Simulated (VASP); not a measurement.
# KF (Fm-3m) in VASP: relaxation of cell and atoms with PBE

Aim: the relaxation of cell and atoms of KF with PBE.

Program: VASP 6.6.1. These are calculated values, not measurements. Logs are shortened: lines on timing, memory, paths and dates and some standing lists are left out, and cuts for length are marked.

## Step 1: The cell of the first run

It takes space group Fm-3m (No. 225, cubic). Conventional cell: a = 5.379 Å, b = 5.379 Å, c = 5.379 Å, α = 90.00°, β = 90.00°, γ = 90.00°. K (site symmetry m-3m) has 6 F at 2.69 Å within 3.5 Å. F (site symmetry m-3m) has 6 K at 2.69 Å within 3.5 Å.

The cell was generated, and may not be a known phase.

## Step 2: Relaxation of cell and atoms, PBE

INCAR reads:

```
PREC = Accurate
ENCUT = 1350
EDIFF = 1E-7
ISMEAR = 0
SIGMA = 0.15
LREAL = F
LASPH = T
NELM = 120
ALGO = Normal
ISIF = 3
LWAVE = F
LCHARG = F
GGA = PE
IBRION = 2
NSW = 36
EDIFFG = -0.08
GGA_COMPAT = F
NELMIN = 4
```

KPOINTS reads:

```
regular mesh
0
Gamma
  5 5 5
```

POSCAR reads:

```
KF
1.0
    0.0000000000      2.6896053000      2.6896053000
    2.6896053000      0.0000000000      2.6896053000
    2.6896053000      2.6896053000      0.0000000000
K F
1 1
Direct
    0.0000000000      0.0000000000      0.0000000000
    0.5000000000      0.5000000000      0.5000000000
```

Potentials or basis: VASP PAW PBE potentials, release 64 (K_sv, F_h).

Launch:

```bash
$ cat potpaw_PBE.64/K_sv/POTCAR potpaw_PBE.64/F_h/POTCAR > POTCAR
$ mpirun -np 1 vasp_std > vasp.out
```

OUTCAR:

```text
PREC = Accurate
   ENCUT = 1350
   EDIFF = 1E-7
   ISMEAR = 0
   LREAL = F
   LASPH = T
   NELM = 120
   ISIF = 3
   GGA = PE
   IBRION = 2
   NSW = 36
   EDIFFG = -0.08
   NELMIN = 4

 ion  position               nearest neighbor table
   1  0.000  0.000  0.000-
   2  0.500  0.500  0.500-

  LATTYP: Found a face centered cubic cell.
 ALAT       =     5.3792106000

  Lattice vectors:

 A1 = (   0.0000000000,   2.6896053000,   2.6896053000)
 A2 = (   2.6896053000,   0.0000000000,   2.6896053000)
 A3 = (   2.6896053000,   2.6896053000,   0.0000000000)

Analysis of symmetry for initial positions (statically):
=====================================================================
 Subroutine PRICEL returns:
 Original cell was already a primitive cell.

 Routine SETGRP: Setting up the symmetry group for a
 face centered cubic supercell.

 Subroutine GETGRP returns: Found 48 space group operations
 (whereof 48 operations were pure point group operations)
 out of a pool of 48 trial point group operations.

The static configuration has the point symmetry O_h .

Analysis of symmetry for dynamics (positions and initial velocities):
=====================================================================
 Subroutine PRICEL returns:
 Original cell was already a primitive cell.

 Routine SETGRP: Setting up the symmetry group for a
 face centered cubic supercell.

 Subroutine GETGRP returns: Found 48 space group operations
 (whereof 48 operations were pure point group operations)
 out of a pool of 48 trial point group operations.

The dynamic configuration has the point symmetry O_h .

 Subroutine INISYM returns: Found 48 space group operations
 (whereof 48 operations are pure point group operations),
 and found     1 'primitive' translations

----------------------------------------------------------------------------------------

                                     Primitive cell

  volume of cell :      38.9131

  direct lattice vectors                    reciprocal lattice vectors
     0.000000000  2.689605300  2.689605300    -0.185900883  0.185900883  0.185900883
     2.689605300  0.000000000  2.689605300     0.185900883 -0.185900883  0.185900883
     2.689605300  2.689605300  0.000000000     0.185900883  0.185900883 -0.185900883

  length of vectors
     3.803676293  3.803676293  3.803676293     0.321989774  0.321989774  0.321989774

  position of ions in fractional coordinates (direct lattice)
[... 74 lines left out ...]
   PSTRESS=    0.0 pullay stress
   NELECT =      16.0000    total number of electrons
   NUPDOWN=      -1.0000    fix difference up-down
   EMIN   =  10.00;   EMAX   =-10.00  energy-range for DOS
   EFERMI =   0.00;   METHOD = LEGACY
   ISMEAR =     0;   SIGMA  =   0.15  broadening in eV -4-tet -1-fermi 0-gaus
   EFERMI_NEDOS =   21; number of points for ismear=-14 and -15
   IALGO  =     38    algorithm
   IMIX   =      4    mixing-type and parameters
     AMIX     =   0.40;   BMIX     =  1.00
     AMIX_MAG =   1.60;   BMIX_MAG =  1.00
  volume/ion in A,a.u.               =      19.46       131.30
  Fermi-wavevector in a.u.,A,eV,Ry     =   1.217352  2.300462 20.163107  1.481947
  Thomas-Fermi vector in A             =   2.352676
   LORBIT       =      0    0 simple, 1 ext, 2 COOP (PROOUT), +10 PAW based schemes
   GGA     = PE    functional components
   LHFCALC =     F    Hartree Fock is set to
   AEXX    =    0.0000 exact exchange contribution
   IVDW    =     0    specifies the selected vdW correction
   LEPSILON=     F    determine dielectric tensor
   LRPA    =     F    only Hartree local field effects (RPA)
 conjugate gradient relaxation of ions
 non-spin polarized calculation
 Gauss-broadening in eV      SIGMA  =   0.15
  energy-cutoff  :     1350.00
  volume of cell :       38.91
 maximum number of plane-waves:      4408
 NGX is ok and might be reduce to    48
   NGX = 23   NGY = 23   NGZ = 23

 number of electron      16.0000001 magnetization

 Free energy of the ion-electron system (eV)
  ---------------------------------------------------
  ext. energy  EPLUGINS =         0.00000000
  ---------------------------------------------------
  free energy    TOTEN  =        -8.30306971 eV

  energy without entropy =       -8.30306971  energy(sigma->0) =       -8.30306971

 E-fermi :  -1.9914     XC(G=0):  -8.3127

 val. band max:       -2.6376268439   @ k =   0.0000   0.0000   0.0000
 cond. band min:       3.4305976622   @ k =   0.0000   0.0000   0.0000
 fundamental gap:      6.0682245061
 Fermi energy:        -1.9914008401

 k-point     1 :       0.0000    0.0000    0.0000
  band No.  band energies     occupation
      1     -28.8258      2.00000
      2     -21.2830      2.00000
      3     -12.0909      2.00000
      4     -12.0909      2.00000
      5     -12.0909      2.00000
      6      -2.6376      2.00000
      7      -2.6376      2.00000
      8      -2.6376      2.00000
      9       3.4306      0.00000
     10       7.9913      0.00000
     11       7.9913      0.00000
     12       7.9913      0.00000
[... 121 lines left out ...]
 k-point    10 :      -0.4000    0.4000    0.2000
  band No.  band energies     occupation
      1     -28.7241      2.00000
      2     -21.3224      2.00000
      3     -12.4385      2.00000
      4     -12.3792      2.00000
      5     -12.1769      2.00000
      6      -3.0549      2.00000
      7      -2.8835      2.00000
      8      -2.7778      2.00000
      9       6.6551      0.00000
     10       7.1759      0.00000
     11       8.6236      0.00000
     12      10.7085      0.00000

------------------------ aborting loop because EDIFF is reached ----------------------------------------

  FORCE on cell =-STRESS in cart. coord.  units (eV):
  Direction    XX          YY          ZZ          XY          YZ          ZX
  --------------------------------------------------------------------------------------
  -------------------------------------------------------------------------------------
  Total        0.1594610      0.1594610      0.1594610      0.0000000      0.0000000      0.0000000
  in kB        6.5655263      6.5655263      6.5655263      0.0000000      0.0000000      0.0000000
  external PRESSURE =       6.5655263 kB  Pullay stress =       0.0000000 kB

 VOLUME and BASIS-vectors are now :
 -----------------------------------------------------------------------------
  energy-cutoff  :     1350.00
  volume of cell :       38.91
      direct lattice vectors                 reciprocal lattice vectors
     0.000000000  2.689605300  2.689605300    -0.185900883  0.185900883  0.185900883
     2.689605300  0.000000000  2.689605300     0.185900883 -0.185900883  0.185900883
     2.689605300  2.689605300  0.000000000     0.185900883  0.185900883 -0.185900883

 POSITION                                       TOTAL-FORCE (eV/Angst)
 -----------------------------------------------------------------------------------
      0.00000      0.00000      0.00000        -0.000000      0.000000      0.000000
      2.68961      2.68961      2.68961         0.000000     -0.000000     -0.000000
 -----------------------------------------------------------------------------------
    total drift:                               -0.000000     -0.000000     -0.000000

  FREE ENERGIE OF THE ION-ELECTRON SYSTEM (eV)
  ---------------------------------------------------
  free  energy   TOTEN  =        -8.3030697141 eV

  energy  without entropy=       -8.3030697141  energy(sigma->0) =       -8.30306971

 reached required accuracy - stopping structural energy minimisation
```

CONTCAR:

```text
KF
   1.00000000000000
     0.0000000000000000    2.6896053000000002    2.6896053000000002
     2.6896053000000002    0.0000000000000000    2.6896053000000002
     2.6896053000000002    2.6896053000000002    0.0000000000000000
  K               F
     1     1
Direct
     0.0000000000000000    0.0000000000000000    0.0000000000000000
     0.5000000000000000    0.5000000000000000    0.5000000000000000

  0.00000000E+00  0.00000000E+00  0.00000000E+00
  0.00000000E+00  0.00000000E+00  0.00000000E+00
```

It took 20 s on 1 thread of Intel Xeon 6975P-C (Granite Rapids), shared host; peak memory 0.32 GiB.

What came out:

- Free energy: -8.3031 eV
- Pressure after relaxing: 0.7 GPa
- Band gap on the k mesh: 6.07 eV

Final structure:
```xyz
2
Lattice="0.0000 2.6896 2.6896 2.6896 0.0000 2.6896 2.6896 2.6896 0.0000" Properties=species:S:1:pos:R:3 pbc="T T T"
K     0.0000    0.0000    0.0000
F     2.6896    2.6896    2.6896
```

Caveat: the relaxation stopped at its first step, so nothing moved.
